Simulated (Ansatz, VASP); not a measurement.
Cs3Sn: VASP beside Ansatz

```
Cs Sn
1.0
     6.11324    0.00000    0.00000
     0.00000    6.11324    0.00000
     0.00000    0.00000    6.11324
Cs Sn
3 1
Cartesian
  0.0000 3.0566 3.0566
  3.0566 0.0000 3.0566
  3.0566 3.0566 0.0000
  0.0000 0.0000 0.0000
```

Alike in both runs: task relaxation of cell and atoms; functional PBE; k mesh 8 × 8 × 8; occupations gaussian, width 0.1 eV; no spin polarisation.

|  | VASP | Ansatz |
| --- | --- | --- |
| version | VASP 6.6.1 | Ansatz 0.2.0 |
| potentials or method | VASP PAW PBE potentials, release 64 (Cs_sv, Sn_d), cutoff 600 eV | scalar-relativistic, plane waves, PAW |
| valence electrons in the cell | 41 | 41 |

Ansatz gave:

```
gap on the k mesh at the Fermi level, each at its own relaxed structure (eV) : none
relaxed volume (Å³/atom)                                                     : 60.02
relaxed length of the cell vector where the two differ most in proportion (Å)              : 6.215
```

Task: What did VASP give for the same quantities?

Result: gap on the k mesh at the Fermi level, each at its own relaxed structure (eV): none; relaxed volume (Å³/atom): 60.33; relaxed length of the cell vector where the two differ most in proportion (Å): 6.226.

A gap of «none» marks a metal or a gap that the smearing closes.

Neither program's run includes spin-orbit coupling.
